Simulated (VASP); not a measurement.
Here is a VASP 6.6.1 calculation.

File INCAR:

```
AGGAC = 1.0
AGGAX = 1.0
ALDAC = 0.0
ALDAX = 1.0
ALGO = Normal
EDIFF = 1E-6
ENCUT = 600
GGA = B5
GGA_COMPAT = False
ISIF = 2
ISMEAR = 0
LASPH = True
LCHARG = False
LREAL = False
LWAVE = False
NBANDS = 11
NELM = 120
PREC = Accurate
SIGMA = 0.1
```

Contents of KPOINTS:

```
k-points
0
Gamma
  3 3 1
```

The input POSCAR:

```
C
1.0
    2.4561701622      0.0000000000      0.0000000000
   -1.2280850811      2.1271057565      0.0000000000
    0.0000000000      0.0000000000      8.5238033600
C
2
Direct
    0.3333333333      0.6666666667      0.0000000000
    0.6666666667      0.3333333333      0.0000000000
```

Potentials or basis: VASP PAW PBE potentials, release 64 (C).

Run with:

```sh
$ cat potpaw_PBE.64/C/POTCAR > POTCAR
$ mpirun -np 1 vasp_std > vasp.out
```

(1) What does it give for the band gap on the k mesh?

## Answers

(1) zero (filled and empty bands touch).

Caveat: the k points lie up to 0.98 Å⁻¹ apart.
